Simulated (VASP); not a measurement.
# Si in VASP: notebook

Si is run at these levels: LDA; tasks: relaxation of the atoms, single point.

Program: VASP 6.6.1. These are calculated values, not measurements. Logs are shortened: lines on timing, memory, paths and dates and some standing lists are left out, and cuts for length are marked.

### 1 The cell of the first run

The cell holds a slab with vacuum, 5 atoms: a = 3.820 Å, b = 3.820 Å, c = 19.377 Å, α = 90.00°, β = 90.00°, γ = 120.00°.

### 2 Relaxation of the atoms, LDA, collinear spin

INCAR reads:

```
ALGO = Normal
DIPOL = 0.5 0.5 0.332
EDIFF = 1E-7
EDIFFG = -0.025
ENCUT = 450
GGA_COMPAT = F
IBRION = 2
IDIPOL = 3
ISIF = 2
ISMEAR = 0
ISPIN = 2
LASPH = T
LCHARG = F
LDIPOL = T
LORBIT = 11
LREAL = F
LWAVE = F
MAGMOM = 0 0 0 0 2
NELM = 200
NELMDL = -8
NELMIN = 4
NSW = 36
PREC = Accurate
SIGMA = 0.05
```

KPOINTS reads:

```
k-points
0
Gamma
  9 9 1
```

POSCAR reads:

```
Si
1.0
    3.8195065206      0.0000000000      0.0000000000
   -1.9097532603      3.3077896768      0.0000000000
    0.0000000000      0.0000000000     19.3772904594
Si
5
Selective dynamics
Direct
    0.3333333333      0.6666666667      0.2064272096  F F F
    0.0000000000      0.0000000000      0.2466626339  F F F
    0.0000000000      0.0000000000      0.3734220759  F F F
    0.6666666667      0.3333333333      0.4065217723  F F F
    1.3333333333      0.6666666667      0.4274717498  F F T
```

Potentials or basis: VASP PAW LDA potentials, release 64 (Si).

On the command line:

```
$ cat potpaw_LDA.64/Si/POTCAR > POTCAR
$ mpirun -np 1 vasp_std > vasp.out
```

OUTCAR:

```text
EDIFF = 1E-7
   EDIFFG = -0.025
   ENCUT = 450
   IBRION = 2
   ISIF = 2
   ISMEAR = 0
   ISPIN = 2
   LASPH = T
   LORBIT = 11
   LREAL = F
   NELM = 200
   NELMDL = -8
   NELMIN = 4
   NSW = 36
   PREC = Accurate

 ion  position               nearest neighbor table
   1  0.333  0.667  0.206-   2 2.34   2 2.34   2 2.34
   2  0.000  0.000  0.247-   1 2.34   1 2.34   1 2.34   3 2.46
   3  0.000  0.000  0.373-   4 2.30   4 2.30   4 2.30   5 2.44   5 2.44   5 2.44   2 2.46
   4  0.667  0.333  0.407-   5 2.24   5 2.24   5 2.24   3 2.30   3 2.30   3 2.30
   5  0.333  0.667  0.427-   4 2.24   4 2.24   4 2.24   3 2.44   3 2.44   3 2.44

  LATTYP: Found a hexagonal cell.
 ALAT       =     3.8195065206
 C/A-ratio  =     5.0732445029

  Lattice vectors:

 A1 = (   3.8195065206,   0.0000000000,   0.0000000000)
 A2 = (  -1.9097532603,   3.3077896768,   0.0000000000)
 A3 = (   0.0000000000,   0.0000000000,  19.3772904594)

Analysis of symmetry for initial positions (statically):
=====================================================================
 Subroutine PRICEL returns:
 Original cell was already a primitive cell.

 Routine SETGRP: Setting up the symmetry group for a
 hexagonal supercell.

 Subroutine GETGRP returns: Found  6 space group operations
 (whereof  6 operations were pure point group operations)
 out of a pool of 24 trial point group operations.

The static configuration has the point symmetry C_3v.

Analysis of symmetry for dynamics (positions and initial velocities):
=====================================================================
 Subroutine PRICEL returns:
 Original cell was already a primitive cell.

 Routine SETGRP: Setting up the symmetry group for a
 hexagonal supercell.

 Subroutine GETGRP returns: Found  6 space group operations
 (whereof  6 operations were pure point group operations)
 out of a pool of 24 trial point group operations.

The dynamic configuration has the point symmetry C_3v.

Analysis of constrained symmetry for selective dynamics:
=====================================================================
 Subroutine PRICEL returns:
 Original cell was already a primitive cell.

 Routine SETGRP: Setting up the symmetry group for a
 hexagonal supercell.

 Subroutine GETGRP returns: Found  6 space group operations
 (whereof  6 operations were pure point group operations)
 out of a pool of 24 trial point group operations.

The constrained configuration has the point symmetry C_3v.

Analysis of structural, dynamic, and magnetic symmetry:
=====================================================================
 Subroutine PRICEL returns:
 Original cell was already a primitive cell.

 Routine SETGRP: Setting up the symmetry group for a
 hexagonal supercell.

 Subroutine GETGRP returns: Found  6 space group operations
 (whereof  6 operations were pure point group operations)
 out of a pool of 24 trial point group operations.

The overall configuration has the point symmetry C_3v.

 Subroutine INISYM returns: Found  6 space group operations
 (whereof  6 operations are pure point group operations),
 and found     1 'primitive' translations

----------------------------------------------------------------------------------------

                                     Primitive cell

  volume of cell :     244.8151

  direct lattice vectors                    reciprocal lattice vectors
     3.819506521  0.000000000  0.000000000     0.261813927  0.151158341  0.000000000
    -1.909753260  3.307789677  0.000000000     0.000000000  0.302316682  0.000000000
     0.000000000  0.000000000 19.377290459     0.000000000  0.000000000  0.051606802

  length of vectors
     3.819506521  3.819506521 19.377290459     0.302316682  0.302316682  0.051606802

  position of ions in fractional coordinates (direct lattice)
     0.333333333  0.666666667  0.206427210
     0.000000000  0.000000000  0.246662634
     0.000000000  0.000000000  0.373422076
     0.666666667  0.333333333  0.406521772
     0.333333333  0.666666667  0.427471750

  ion indices of the primitive-cell ions
   primitive index   ion index
                 1           1
                 2           2
                 3           3
                 4           4
                 5           5

----------------------------------------------------------------------------------------

 KPOINTS: k-points

Automatic generation of k-mesh.
 Grid dimensions read from file:
 generate k-points for:    9    9    1

 Generating k-lattice:

  Cartesian coordinates                     Fractional coordinates (reciprocal lattice)
     0.029090436  0.016795371  0.000000000     0.111111111 -0.000000000  0.000000000
     0.000000000  0.033590742  0.000000000     0.000000000  0.111111111  0.000000000
[... 31 lines left out ...]
   dimension x,y,z NGXF=    56 NGYF=   56 NGZF=  280
   ions per type =               5
   NGX,Y,Z   is equivalent  to a cutoff of  12.19, 12.19, 12.01 a.u.
   NGXF,Y,Z  is equivalent  to a cutoff of  24.37, 24.37, 24.02 a.u.
 SYSTEM =  unknown system
   PREC   = accura    normal or accurate (medium, high low for compatibility)
   ISTART =      0    job   : 0-new  1-cont  2-samecut
   ICHARG =      2    charge: 1-file 2-atom 10-const
   ISPIN  =      2    spin polarized calculation?
   LNONCOLLINEAR =      F non collinear calculations
   LSORBIT =      F    spin-orbit coupling
   LASPH  =      T    aspherical Exc in radial PAW
   ENCUT  =  450.0 eV  33.07 Ry    5.75 a.u.   6.61  6.61 33.52*2*pi/ulx,y,z
   NELM   =    200;   NELMIN=  4; NELMDL= -8     # of ELM steps
   EDIFF  = 0.1E-06   stopping-criterion for ELM
   LREAL  =      F    real-space projection
   EDIFFG = -.3E-01   stopping-criterion for IOM
   NSW    =     36    number of steps for IOM
   IBRION =      2    ionic relax: 0-MD 1-quasi-New 2-CG
   NFREE  =      1    steps in history (QN), initial steepest desc. (CG)
   ISIF   =      2    stress and relaxation
   ISYM   =      2    0-nonsym 1-usesym 2-fastsym
   POTIM  = 0.5000    time-step for ionic-motion
   TEBEG  =    0.0;   TEEND  =   0.0 temperature during run
   PSTRESS=    0.0 pullay stress
   NELECT =      20.0000    total number of electrons
   NUPDOWN=      -1.0000    fix difference up-down
   EMIN   =  10.00;   EMAX   =-10.00  energy-range for DOS
   EFERMI =   0.00;   METHOD = LEGACY
   ISMEAR =     0;   SIGMA  =   0.05  broadening in eV -4-tet -1-fermi 0-gaus
   EFERMI_NEDOS =   21; number of points for ismear=-14 and -15
   IALGO  =     38    algorithm
   IMIX   =      4    mixing-type and parameters
     AMIX     =   0.40;   BMIX     =  1.00
     AMIX_MAG =   1.60;   BMIX_MAG =  1.00
  volume/ion in A,a.u.               =      48.96       330.42
  Fermi-wavevector in a.u.,A,eV,Ry     =   0.710350  1.342366  6.865452  0.504596
  Thomas-Fermi vector in A             =   1.797173
   LORBIT       =     11    0 simple, 1 ext, 2 COOP (PROOUT), +10 PAW based schemes
   GGA     = CA    functional components
   LHFCALC =     F    Hartree Fock is set to
   AEXX    =    0.0000 exact exchange contribution
   IVDW    =     0    specifies the selected vdW correction
   LEPSILON=     F    determine dielectric tensor
   LRPA    =     F    only Hartree local field effects (RPA)
 conjugate gradient relaxation of ions
 spin polarized calculation
 Gauss-broadening in eV      SIGMA  =   0.05
  energy-cutoff  :      450.00
  volume of cell :      244.82
 maximum number of plane-waves:      5371
 NGX is ok and might be reduce to    28
   NGX = 13   NGY = 13   NGZ = 67

 dipolmoment           0.000000      0.000000      0.031245 electrons x Angstroem

--------------------------------------- Ionic step        1  -------------------------------------------

 number of electron      20.0000000 magnetization       0.1195734

 Free energy of the ion-electron system (eV)
  ---------------------------------------------------
  ext. energy  EPLUGINS =         0.00000000
  ---------------------------------------------------
  free energy    TOTEN  =       -25.79337551 eV

  energy without entropy =      -25.78809960  energy(sigma->0) =      -25.79073755

------------------------ aborting loop because EDIFF is reached ----------------------------------------

  FORCE on cell =-STRESS in cart. coord.  units (eV):
  Direction    XX          YY          ZZ          XY          YZ          ZX
  --------------------------------------------------------------------------------------
  -------------------------------------------------------------------------------------
  Total        8.0822905      8.0822905      0.3280000     -0.0000000     -0.0000000      0.0000000
  in kB       52.8940531     52.8940531      2.1465760     -0.0000000     -0.0000000      0.0000000
  external PRESSURE =      35.9782274 kB  Pullay stress =       0.0000000 kB
[... 147 lines left out ...]
--------------------------------------- Ionic step        5  -------------------------------------------

 number of electron      20.0000000 magnetization      -0.0000000

 dipolmoment           0.000000      0.000000     -0.026507 electrons x Angstroem

 Free energy of the ion-electron system (eV)
  ---------------------------------------------------
  ext. energy  EPLUGINS =         0.00000000
  ---------------------------------------------------
  free energy    TOTEN  =       -26.36133140 eV

  energy without entropy =      -26.36044303  energy(sigma->0) =      -26.36088722

 E-fermi :  -0.6716     XC(G=0):  -4.5731

 val. band max:       -0.7723827101   @ k =   0.2222   0.1111   0.0000
 cond. band min:      -0.6707148388   @ k =   0.3333   0.3333   0.0000
 fundamental gap:      0.1016678713
 Fermi energy:        -0.6716299899

 spin component 1

 k-point     1 :       0.0000    0.0000    0.0000
  band No.  band energies     occupation
      1     -13.7189      1.00000
      2     -11.2718      1.00000
      3      -7.8424      1.00000
      4      -4.4599      1.00000
      5      -2.5649      1.00000
      6      -2.5649      1.00000
      7      -1.3962      1.00000
      8      -1.3962      1.00000
      9      -1.2629      1.00000
     10      -0.7975      0.99982
     11      -0.7975      0.99982
     12       0.5811      0.00000
     13       1.4214      0.00000
     14       1.6087      0.00000
[... 184 lines left out ...]
      1      -9.8824      1.00000
      2      -9.6889      1.00000
      3      -9.1596      1.00000
      4      -7.9119      1.00000
      5      -7.7513      1.00000
      6      -4.6282      1.00000
      7      -3.9850      1.00000
      8      -3.4563      1.00000
      9      -2.9860      1.00000
     10      -0.6707      0.48967
     11      -0.0618      0.00000
     12       1.7228      0.00000
     13       2.5907      0.00000
     14       3.4776      0.00000
     15       3.9346      0.00000
 Fermi energy:        -0.6716299899

 spin component 2

 k-point     1 :       0.0000    0.0000    0.0000
  band No.  band energies     occupation
      1     -13.7189      1.00000
      2     -11.2718      1.00000
      3      -7.8424      1.00000
      4      -4.4599      1.00000
      5      -2.5649      1.00000
      6      -2.5649      1.00000
      7      -1.3962      1.00000
      8      -1.3962      1.00000
      9      -1.2629      1.00000
     10      -0.7975      0.99982
     11      -0.7975      0.99982
     12       0.5811      0.00000
     13       1.4214      0.00000
     14       1.6087      0.00000
[... 187 lines left out ...]
      4      -7.9119      1.00000
      5      -7.7513      1.00000
      6      -4.6282      1.00000
      7      -3.9850      1.00000
      8      -3.4563      1.00000
      9      -2.9860      1.00000
     10      -0.6707      0.48967
     11      -0.0618      0.00000
     12       1.7228      0.00000
     13       2.5907      0.00000
     14       3.4776      0.00000
     15       3.9347      0.00000

------------------------ aborting loop because EDIFF is reached ----------------------------------------

 vacuum level on the upper side and lower side of the slab       (xc-potential included)        -0.257         0.161

  FORCE on cell =-STRESS in cart. coord.  units (eV):
  Direction    XX          YY          ZZ          XY          YZ          ZX
  --------------------------------------------------------------------------------------
  -------------------------------------------------------------------------------------
  Total        1.4975345      1.4975345     -0.6821359      0.0000000     -0.0000000      0.0000000
  in kB        9.8005222      9.8005222     -4.4641966      0.0000000     -0.0000000      0.0000000
  external PRESSURE =       5.0456159 kB  Pullay stress =       0.0000000 kB
[... 20 lines left out ...]
  FREE ENERGIE OF THE ION-ELECTRON SYSTEM (eV)
  ---------------------------------------------------
  free  energy   TOTEN  =       -26.3613314030 eV

  energy  without entropy=      -26.3604430335  energy(sigma->0) =      -26.36088722

 reached required accuracy - stopping structural energy minimisation

 vacuum level on the upper side and lower side of the slab         4.159         4.579

 total charge

# of ion       s       p       d       tot
------------------------------------------
    1        0.809   0.854   0.000   1.663
    2        0.781   0.893   0.000   1.674
    3        0.822   0.859   0.000   1.681
    4        0.771   0.956   0.000   1.727
    5        0.904   0.693   0.000   1.597
--------------------------------------------------
tot          4.087   4.254   0.000   8.341

 magnetization (x)

# of ion       s       p       d       tot
------------------------------------------
    1        0.000  -0.000   0.000   0.000
    2        0.000   0.000   0.000   0.000
    3        0.000  -0.000   0.000  -0.000
    4        0.000   0.000   0.000   0.000
    5       -0.000  -0.000   0.000  -0.000
--------------------------------------------------
tot          0.000   0.000   0.000   0.000
```

It took 6.3 min on 1 thread of Intel Xeon Platinum 8559C (Emerald Rapids), shared host; peak memory 0.27 GiB.

Results:

```yaml
Free_energy: -26.3613 eV
Energy_gained_by_relaxing: 113.6 meV/atom
Ionic_steps: 5
Band_gap_on_the_k_mesh: zero (filled and empty bands overlap)
Net_moment: 0.00 μB per cell
Valence_electrons_inside_the_program's_atomic_spheres: Si 1.66, 1.67, 1.68, 1.73, 1.60
```

Step by step:
```csv
step,energy change (eV),largest force on free atoms (eV/Å),pressure (GPa)
1,0.0000,1.6052,3.60
2,-0.1249,1.5882,3.22
3,-0.4268,0.9086,2.13
4,-0.5645,0.1210,0.32
5,-0.5680,0.0021,0.50
```

Final structure:
```
Si
1.0
     3.81951    0.00000    0.00000
    -1.90975    3.30779    0.00000
     0.00000    0.00000   19.37729
Si
5
Direct
  0.33333 0.66667 0.20643
  0.00000 0.00000 0.24666
  0.00000 0.00000 0.37342
  0.66667 0.33333 0.40652
  0.33333 0.66667 0.46462
```

### 3 Single point, LDA, collinear spin

INCAR reads:

```
  PREC = Accurate
  ENCUT = 520
  EDIFF = 1E-6
  ISMEAR = 0
  SIGMA = 0.05
  LREAL = False
  LASPH = True
  NELM = 150
  ALGO = Normal
  ISIF = 2
  LWAVE = False
  LCHARG = False
  ISPIN = 2
  MAGMOM = 0 0 0 0 2
  LORBIT = 11
  LDIPOL = True
  IDIPOL = 3
  DIPOL = 0.5 0.5 0.352
  NBANDS = 22
```

KPOINTS reads:

```
Automatic mesh
0
Gamma
  9 9 1
```

POSCAR reads:

```
Si
1.0
    3.8195065206      0.0000000000      0.0000000000
   -1.9097532603      3.3077896768      0.0000000000
    0.0000000000      0.0000000000     19.3772904594
Si
5
Direct
    0.3333333333      0.6666666667      0.2064272096
    0.0000000000      0.0000000000      0.2466626339
    0.0000000000      0.0000000000      0.3734220759
    0.6666666667      0.3333333333      0.4065217723
    0.6666666667      0.3333333333      0.5272339585
```

Potentials or basis: VASP PAW LDA potentials, release 64 (Si).

On the command line:

```
$ cat potpaw_LDA.64/Si/POTCAR > POTCAR
$ mpirun -np 1 vasp_std > vasp.out
```

Run time: 6.2 min. Hardware: 1 thread of Intel Xeon 8259CL, shared host; peak memory 0.33 GiB.

Results (log left out):

```
Free energy                                           : -26.0624 eV
Largest force                                         : 0.739 eV/Å
Band gap on the k mesh                                : zero (filled and empty bands overlap)
Net moment                                            : 0.00 μB per cell
Valence electrons inside the program's atomic spheres : Si 1.66, 1.68, 1.70, 1.75, 1.52
```

Forces in eV/Å, atoms in the order of the input:
```
Si   0.000  0.000  0.739
Si   0.000  0.000 -0.595
Si   0.000  0.000 -0.607
Si   0.000  0.000  0.457
Si   0.000  0.000  0.005
```

Levels at points of the mesh, in eV from the Fermi level:
Spin up:
| k point | band 7 | band 8 | band 9 | band 10 | band 11 | band 12 | band 13 | band 14 |
| --- | --- | --- | --- | --- | --- | --- | --- | --- |
| (0.00, 0.00, 0.00) | -1.11 | -0.28 | -0.28 | 0.43 | 1.66 | 2.52 | 2.52 | 2.76 |
Spin down:
| k point | band 6 | band 7 | band 8 | band 9 | band 10 | band 11 | band 12 | band 13 | band 14 | band 15 |
| --- | --- | --- | --- | --- | --- | --- | --- | --- | --- | --- |
| (0.00, 0.00, 0.00) | -1.11 | -1.11 | -0.28 | -0.28 | 0.42 | 1.66 | 2.52 | 2.52 | 2.75 | 3.54 |
